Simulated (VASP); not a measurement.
# Si (P6/mmm) in VASP: notebook

The runs below take Si through single point, with LDA.

Program: VASP 6.6.1. These are calculated values, not measurements. Logs are shortened: lines on timing, memory, paths and dates and some standing lists are left out, and cuts for length are marked.

**1. The cell of the first run**

The structure is hexagonal, space group P6/mmm (No. 191). The conventional cell has a = 2.527 Å, b = 2.527 Å, c = 2.254 Å, α = 90.00°, β = 90.00°, γ = 120.00°. Si (site symmetry 6/mmm) has 8 Si at 2.25 to 2.53 Å within 3.0 Å.

This isn't the form of Si at room conditions, which is diamond.

**2. Single point, LDA**

Input file INCAR:

```
SYSTEM = Si
ALGO = Normal
EDIFF = 1E-7
ENCUT = 520
GGA = CA
ISIF = 2
ISMEAR = -1
LASPH = .TRUE.
LCHARG = .FALSE.
LREAL = .FALSE.
LWAVE = .FALSE.
NBANDS = 8
NELM = 60
PREC = Accurate
SIGMA = 0.1
```

Input file KPOINTS:

```
k-points
0
G
  16 16 14
  0 0 0
```

Input file POSCAR:

```
Si
1.0
    2.5270000000      0.0000000000      0.0000000000
   -1.2635000000      2.1884460000      0.0000000000
    0.0000000000      0.0000000000      2.2543500000
Si
1
Direct
    0.0000000000      0.0000000000      0.0000000000
```

Potentials or basis: VASP PAW LDA potentials, release 64 (Si).

The run is started by

```bash
$ cat potpaw_LDA.64/Si/POTCAR > POTCAR
$ mpirun -np 1 vasp_std > vasp.out
```

OUTCAR:

```text
SYSTEM = Si
   EDIFF = 1E-7
   ENCUT = 520
   GGA = CA
   ISIF = 2
   ISMEAR = -1
   LASPH = .TRUE.
   LREAL = .FALSE.
   NELM = 60
   PREC = Accurate

 ion  position               nearest neighbor table
   1  0.000  0.000  0.000-

  LATTYP: Found a hexagonal cell.
 ALAT       =     2.5270000000
 C/A-ratio  =     0.8921052632

  Lattice vectors:

 A1 = (   2.5270000000,   0.0000000000,   0.0000000000)
 A2 = (  -1.2635000000,   2.1884460000,   0.0000000000)
 A3 = (   0.0000000000,   0.0000000000,   2.2543500000)

Analysis of symmetry for initial positions (statically):
=====================================================================
 Subroutine PRICEL returns:
 Original cell was already a primitive cell.

 Routine SETGRP: Setting up the symmetry group for a
 hexagonal supercell.

 Subroutine GETGRP returns: Found 24 space group operations
 (whereof 24 operations were pure point group operations)
 out of a pool of 24 trial point group operations.

The static configuration has the point symmetry D_6h.

Analysis of symmetry for dynamics (positions and initial velocities):
=====================================================================
 Subroutine PRICEL returns:
 Original cell was already a primitive cell.

 Routine SETGRP: Setting up the symmetry group for a
 hexagonal supercell.

 Subroutine GETGRP returns: Found 24 space group operations
 (whereof 24 operations were pure point group operations)
 out of a pool of 24 trial point group operations.

The dynamic configuration has the point symmetry D_6h.

 Subroutine INISYM returns: Found 24 space group operations
 (whereof 24 operations are pure point group operations),
 and found     1 'primitive' translations

----------------------------------------------------------------------------------------

                                     Primitive cell

  volume of cell :      12.4670

  direct lattice vectors                    reciprocal lattice vectors
     2.527000000  0.000000000  0.000000000     0.395726157  0.228472624  0.000000000
    -1.263500000  2.188446000  0.000000000     0.000000000  0.456945248  0.000000000
     0.000000000  0.000000000  2.254350000     0.000000000  0.000000000  0.443586843

  length of vectors
     2.527000000  2.526999831  2.254350000     0.456945217  0.456945248  0.443586843

  position of ions in fractional coordinates (direct lattice)
     0.000000000  0.000000000  0.000000000

  ion indices of the primitive-cell ions
   primitive index   ion index
                 1           1

----------------------------------------------------------------------------------------

 KPOINTS: k-points

Automatic generation of k-mesh.
 Grid dimensions read from file:
 generate k-points for:   16   16   14

 Generating k-lattice:

  Cartesian coordinates                     Fractional coordinates (reciprocal lattice)
     0.024732885  0.014279539  0.000000000     0.062500000  0.000000000  0.000000000
     0.000000000  0.028559078  0.000000000     0.000000000  0.062500000  0.000000000
     0.000000000  0.000000000  0.031684775     0.000000000  0.000000000  0.071428571

  Length of vectors
     0.028559076  0.028559078  0.031684775

  Shift w.r.t. Gamma in fractional coordinates (k-lattice)
     0.000000000  0.000000000  0.000000000

 Subroutine IBZKPT returns following result:
 ===========================================

 Found    240 irreducible k-points:

 Following reciprocal coordinates:
            Coordinates               Weight
  0.000000  0.000000  0.000000      1.000000
  0.062500  0.000000  0.000000      6.000000
  0.125000  0.000000  0.000000      6.000000
  0.187500  0.000000  0.000000      6.000000
  0.250000  0.000000  0.000000      6.000000
  0.312500  0.000000  0.000000      6.000000
[... 16 lines left out ...]
  0.187500  0.187500  0.000000      6.000000
  0.250000  0.187500  0.000000     12.000000
 [... further k-points ...]
   k-points           NKPTS =    240   k-points in BZ     NKDIM =    240   number of bands    NBANDS=      8
   number of dos      NEDOS =    301   number of ions     NIONS =      1
   total plane-waves  NPLWV =   7200
   dimension x,y,z NGX =    20 NGY =   20 NGZ =   18
   dimension x,y,z NGXF=    40 NGYF=   40 NGZF=   36
   ions per type =               1
   NGX,Y,Z   is equivalent  to a cutoff of  13.16, 13.16, 13.27 a.u.
   NGXF,Y,Z  is equivalent  to a cutoff of  26.32, 26.32, 26.55 a.u.
 SYSTEM =  Si
   PREC   = accura    normal or accurate (medium, high low for compatibility)
   ISTART =      0    job   : 0-new  1-cont  2-samecut
   ICHARG =      2    charge: 1-file 2-atom 10-const
   ISPIN  =      1    spin polarized calculation?
   LNONCOLLINEAR =      F non collinear calculations
   LSORBIT =      F    spin-orbit coupling
   LASPH  =      T    aspherical Exc in radial PAW
   ENCUT  =  520.0 eV  38.22 Ry    6.18 a.u.   4.70  4.70  4.19*2*pi/ulx,y,z
   NELM   =     60;   NELMIN=  2; NELMDL= -5     # of ELM steps
   EDIFF  = 0.1E-06   stopping-criterion for ELM
   LREAL  =      F    real-space projection
   EDIFFG = 0.1E-05   stopping-criterion for IOM
   NSW    =      0    number of steps for IOM
   IBRION =     -1    ionic relax: 0-MD 1-quasi-New 2-CG
   NFREE  =      0    steps in history (QN), initial steepest desc. (CG)
   ISIF   =      2    stress and relaxation
   ISYM   =      2    0-nonsym 1-usesym 2-fastsym
   POTIM  = 0.5000    time-step for ionic-motion
   TEBEG  =    0.0;   TEEND  =   0.0 temperature during run
   PSTRESS=    0.0 pullay stress
   NELECT =       4.0000    total number of electrons
   NUPDOWN=      -1.0000    fix difference up-down
   EMIN   =  10.00;   EMAX   =-10.00  energy-range for DOS
   EFERMI =   0.00;   METHOD = LEGACY
   ISMEAR =    -1;   SIGMA  =   0.10  broadening in eV -4-tet -1-fermi 0-gaus
   EFERMI_NEDOS =   21; number of points for ismear=-14 and -15
   IALGO  =     38    algorithm
   IMIX   =      4    mixing-type and parameters
     AMIX     =   0.40;   BMIX     =  1.00
     AMIX_MAG =   1.60;   BMIX_MAG =  1.00
  volume/ion in A,a.u.               =      12.47        84.13
  Fermi-wavevector in a.u.,A,eV,Ry     =   1.120746  2.117904 17.089904  1.256073
  Thomas-Fermi vector in A             =   2.257395
   LORBIT       =      0    0 simple, 1 ext, 2 COOP (PROOUT), +10 PAW based schemes
   GGA     = CA    functional components
   LHFCALC =     F    Hartree Fock is set to
   AEXX    =    0.0000 exact exchange contribution
   IVDW    =     0    specifies the selected vdW correction
   LEPSILON=     F    determine dielectric tensor
   LRPA    =     F    only Hartree local field effects (RPA)
 non-spin polarized calculation
  energy-cutoff  :      520.00
  volume of cell :       12.47
 maximum number of plane-waves:       350
 NGX is ok and might be reduce to    20
   NGX =  9   NGY =  9   NGZ =  9

 number of electron       4.0000000 magnetization

 Free energy of the ion-electron system (eV)
  ---------------------------------------------------
  ext. energy  EPLUGINS =         0.00000000
  ---------------------------------------------------
  free energy    TOTEN  =        -5.56064682 eV

  energy without entropy =       -5.55119288  energy(sigma->0) =       -5.55591985

 E-fermi :  11.8999     XC(G=0): -11.8132

 val. band max:       11.8747959638   @ k =   0.2500   0.1875   0.1429
 cond. band min:      11.9201863632   @ k =   0.4375   0.0000   0.4286
 fundamental gap:      0.0453903993
 Fermi energy:        11.8998638514

 k-point     1 :       0.0000    0.0000    0.0000
  band No.  band energies     occupation
      1      -3.6784      2.00000
      2      20.0433      0.00000
      3      22.8479      0.00000
      4      22.8479      0.00000
      5      23.0377      0.00000
      6      24.1898      0.00000
      7      24.1898      0.00000
      8      29.9842      0.00000

 k-point     2 :       0.0625    0.0000    0.0000
  band No.  band energies     occupation
      1      -3.5606      2.00000
      2      19.3886      0.00000
      3      21.8733      0.00000
      4      21.9602      0.00000
      5      23.1330      0.00000
      6      24.5981      0.00000
      7      25.3664      0.00000
      8      31.2329      0.00000

 k-point     3 :       0.1250    0.0000    0.0000
  band No.  band energies     occupation
      1      -3.2078      2.00000
      2      17.4686      0.00000
      3      20.6297      0.00000
      4      20.9419      0.00000
      5      23.4190      0.00000
      6      25.1699      0.00000
      7      27.2134      0.00000
      8      33.8391      0.00000

 k-point     4 :       0.1875    0.0000    0.0000
  band No.  band energies     occupation
      1      -2.6213      2.00000
      2      14.9926      0.00000
      3      19.5469      0.00000
      4      20.1592      0.00000
      5      23.8953      0.00000
      6      25.8823      0.00000
      7      29.2933      0.00000
      8      35.8230      0.00000

 k-point     5 :       0.2500    0.0000    0.0000
  band No.  band energies     occupation
      1      -1.8038      2.00000
      2      12.4568      0.00760
      3      18.6553      0.00000
      4      19.4782      0.00000
      5      24.5606      0.00000
      6      26.7807      0.00000
      7      31.5577      0.00000
      8      36.1531      0.00000
[... 177 lines left out ...]
 k-point    22 :       0.4375    0.1250    0.0000
  band No.  band energies     occupation
      1       3.7803      2.00000
      2       4.3208      2.00000
      3      12.8565      0.00014
      4      22.6377      0.00000
      5      28.7929      0.00000
      6      30.0289      0.00000
      7      31.2815      0.00000
      8      34.4031      0.00000

 k-point    23 :       0.1875    0.1875    0.0000
  band No.  band energies     occupation
      1      -0.5270      2.00000
      2      11.6381      1.86397
      3      12.3235      0.02850
      4      24.5316      0.00000
      5      25.6004      0.00000
      6      27.2211      0.00000
      7      31.6341      0.00000
      8      35.0049      0.00000

 k-point    24 :       0.2500    0.1875    0.0000
  band No.  band energies     occupation
      1       0.6249      2.00000
      2       9.5638      2.00000
      3      11.3928      1.98752
      4      25.0572      0.00000
      5      26.5350      0.00000
      6      28.3785      0.00000
      7      33.0234      0.00000
      8      33.6675      0.00000

 [... further k-points ...]

------------------------ aborting loop because EDIFF is reached ----------------------------------------

  FORCE on cell =-STRESS in cart. coord.  units (eV):
  Direction    XX          YY          ZZ          XY          YZ          ZX
  --------------------------------------------------------------------------------------
  -------------------------------------------------------------------------------------
  Total        1.4826420      1.4826418      3.4837572      0.0000000     -0.0000000      0.0000000
  in kB      190.5392593    190.5392253    447.7092279      0.0000000     -0.0000000      0.0000000
  external PRESSURE =     276.2625708 kB  Pullay stress =       0.0000000 kB

 VOLUME and BASIS-vectors are now :
 -----------------------------------------------------------------------------
  energy-cutoff  :      520.00
  volume of cell :       12.47
      direct lattice vectors                 reciprocal lattice vectors
     2.527000000  0.000000000  0.000000000     0.395726157  0.228472624  0.000000000
    -1.263500000  2.188446000  0.000000000     0.000000000  0.456945248  0.000000000
     0.000000000  0.000000000  2.254350000     0.000000000  0.000000000  0.443586843

 POSITION                                       TOTAL-FORCE (eV/Angst)
 -----------------------------------------------------------------------------------
      0.00000      0.00000      0.00000        -0.000000      0.000000      0.000000
 -----------------------------------------------------------------------------------
    total drift:                               -0.000000     -0.000000      0.000000

  FREE ENERGIE OF THE ION-ELECTRON SYSTEM (eV)
  ---------------------------------------------------
  free  energy   TOTEN  =        -5.5606468214 eV

  energy  without entropy=       -5.5511928836  energy(sigma->0) =       -5.55591985
```

It took 19 s on 1 thread of Intel Xeon 8259CL, shared host; peak memory 0.13 GiB.

What came out:

```yaml
Free_energy: -5.5606 eV
Pressure: 27.6 GPa
Band_gap_on_the_k_mesh: zero (bands 2 and 3 overlap by 13.05 eV)
```

Stress tensor (GPa, compression positive):
```
19.05  0.00  0.00
 0.00 19.05  0.00
 0.00  0.00 44.77
```

Caveat: the cell stands under pressure.

**3. Single point, LDA**

This run uses another cell than the first one, of 12.80 Å³/atom.

Input file INCAR:

```
SYSTEM = Si
ALGO = Normal ; EDIFF = 1E-6
ENCUT = 520 ; GGA = CA
ISIF = 2 ; ISMEAR = -1
LASPH = .TRUE. ; LCHARG = .FALSE.
LREAL = .FALSE. ; LWAVE = .FALSE.
NBANDS = 8 ; NELM = 60
PREC = Accurate ; SIGMA = 0.1
```

KPOINTS is that of step 2.

POSCAR: that of step 2 with these lines changed.

```diff
@@ -4,3 +4,3 @@
    -1.2635000000      2.1884460000      0.0000000000
-    0.0000000000      0.0000000000      2.2543500000
+    0.0000000000      0.0000000000      2.3136750000
 Si
```

Potentials or basis: VASP PAW LDA potentials, release 64 (Si).

The run is started by

```bash
$ cat potpaw_LDA.64/Si/POTCAR > POTCAR
$ mpirun -np 1 vasp_std > vasp.out
```

OUTCAR:

```text
SYSTEM = Si
   EDIFF = 1E-6
   ENCUT = 520
   GGA = CA
   ISIF = 2
   ISMEAR = -1
   LASPH = .TRUE.
   LREAL = .FALSE.
   NELM = 60
   PREC = Accurate

 ion  position               nearest neighbor table
   1  0.000  0.000  0.000-

  LATTYP: Found a hexagonal cell.
 ALAT       =     2.5270000000
 C/A-ratio  =     0.9155817175

  Lattice vectors:

 A1 = (   2.5270000000,   0.0000000000,   0.0000000000)
 A2 = (  -1.2635000000,   2.1884460000,   0.0000000000)
 A3 = (   0.0000000000,   0.0000000000,   2.3136750000)

[... 441 lines left out ...]
      8      32.2744      0.00000

 [... further k-points ...]

------------------------ aborting loop because EDIFF is reached ----------------------------------------

  FORCE on cell =-STRESS in cart. coord.  units (eV):
  Direction    XX          YY          ZZ          XY          YZ          ZX
  --------------------------------------------------------------------------------------
  -------------------------------------------------------------------------------------
  Total        1.4041550      1.4041547      2.2140484      0.0000000      0.0000000      0.0000000
  in kB      175.8256360    175.8256046    277.2389568      0.0000000      0.0000000      0.0000000
  external PRESSURE =     209.6300658 kB  Pullay stress =       0.0000000 kB

 VOLUME and BASIS-vectors are now :
 -----------------------------------------------------------------------------
  energy-cutoff  :      520.00
  volume of cell :       12.80
      direct lattice vectors                 reciprocal lattice vectors
     2.527000000  0.000000000  0.000000000     0.395726157  0.228472624  0.000000000
    -1.263500000  2.188446000  0.000000000     0.000000000  0.456945248  0.000000000
     0.000000000  0.000000000  2.313675000     0.000000000  0.000000000  0.432212822

 POSITION                                       TOTAL-FORCE (eV/Angst)
 -----------------------------------------------------------------------------------
      0.00000      0.00000      0.00000         0.000000      0.000000      0.000000
 -----------------------------------------------------------------------------------
    total drift:                               -0.000000     -0.000000      0.000000

  FREE ENERGIE OF THE ION-ELECTRON SYSTEM (eV)
  ---------------------------------------------------
  free  energy   TOTEN  =        -5.6340450288 eV

  energy  without entropy=       -5.6229349409  energy(sigma->0) =       -5.62848998
```

It took 19 s on 1 thread of Intel Xeon 8259CL, shared host; peak memory 0.12 GiB.

What came out:

| Property | Result |
| --- | --- |
| Free energy | -5.6340 eV |
| Pressure | 21.0 GPa |
| Band gap on the k mesh | zero (bands 2 and 3 overlap by 12.59 eV) |

Levels at points of the mesh, in eV from the Fermi level:
| k point | band 1 | band 2 | band 3 | band 4 | band 5 |
| --- | --- | --- | --- | --- | --- |
| (0.00, 0.00, 0.00) | -15.35 | 7.89 | 9.92 | 11.19 | 11.19 |
| (0.50, 0.00, 0.00) | -8.20 | -7.71 | 5.39 | 6.41 | 15.44 |
| (0.00, 0.00, 0.50) | -9.38 | -8.09 | 15.82 | 15.82 | 15.83 |
| (0.50, 0.00, 0.50) | -2.95 | -2.50 | -1.23 | 0.91 | 10.00 |

Caveat: the cell stands under pressure.

**4. Single point, LDA**

This run uses another cell than the first one, of 13.12 Å³/atom.

Input file INCAR:

```
  PREC = Accurate
  ENCUT = 520
  EDIFF = 1E-7
  ISMEAR = -1
  SIGMA = 0.1
  LREAL = F
  LASPH = T
  NELM = 100
  ALGO = Normal
  ISIF = 2
  LWAVE = F
  LCHARG = F
  GGA = CA
  NBANDS = 8
```

Input file KPOINTS:

```
Automatic mesh
0
Gamma
  16 16 14
```

POSCAR: that of step 3 with these lines changed.

```diff
@@ -4,3 +4,3 @@
    -1.2635000000      2.1884460000      0.0000000000
-    0.0000000000      0.0000000000      2.3136750000
+    0.0000000000      0.0000000000      2.3730000000
 Si
```

The run is started by

```bash
$ cat potpaw_LDA.64/Si/POTCAR > POTCAR
$ mpirun -np 1 vasp_std > vasp.out
```

Wall time 20 s (1 thread of Intel Xeon 8259CL, shared host); peak memory 0.13 GiB.

Results (log left out):

| Property | Result |
| --- | --- |
| Free energy | -5.6771 eV |
| Pressure | 15.7 GPa |
| Band gap on the k mesh | zero (bands 2 and 3 overlap by 12.12 eV) |

Stress tensor (GPa, compression positive):
```
15.95  0.00  0.00
 0.00 15.95  0.00
 0.00  0.00 15.05
```

Levels at points of the mesh, in eV from the Fermi level:
```csv
k point,band 1,band 2,band 3,band 4,band 5,band 6
"(0.00, 0.00, 0.00)",-15.13,7.61,8.81,11.42,11.42,12.66
"(0.50, 0.00, 0.00)",-7.95,-7.52,5.60,6.60,14.32,15.85
"(0.00, 0.00, 0.50)",-9.64,-7.97,15.59,15.59,15.66,15.66
"(0.50, 0.00, 0.50)",-3.18,-2.32,-1.53,1.00,9.78,12.81
```

Caveat: the cell stands under pressure.

(Part 1 of 2 ends here.)
